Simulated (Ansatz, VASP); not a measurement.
Ge in VASP and in Ansatz

```
Ge
1.0
    -2.49590    2.65086    1.43695
     2.49590   -2.65086    1.43695
     2.49590    2.65086   -1.43695
Ge
2
Direct
  0.18594 0.93594 0.25000
  0.81406 0.06406 0.75000
```

Alike in both runs: task single point; functional BLYP; k mesh 6 × 6 × 6; no spin polarisation.

|  | VASP | Ansatz |
| --- | --- | --- |
| version | VASP 6.6.1 | Ansatz 0.2.0 |
| potentials or method | VASP PAW PBE potentials, release 64 (Ge_d) | scalar-relativistic, plane waves, norm-conserving potentials |
| plane-wave cutoff (eV) | 520 | 1061 |
| occupations | methfessel-paxton of order 1, width 0.021 eV | cold, width 0.021 eV |
| valence electrons in the cell | 28 | 28 |

```tsv
	VASP	Ansatz	Ansatz less VASP
gap on the k mesh at the Fermi level (eV)	none	none	-
pressure (GPa)	7.9	7.4	-0.49
traceless stress, the component that is largest in VASP (GPa)	3.89	3.67	-0.210
```

VASP's potentials were made for PBE, not for BLYP. A gap of «none» marks a metal or a gap that the smearing closes. Ansatz's warnings: stress scf threshold loose.

The k mesh is coarse, so the values compare programs but aren't converged.
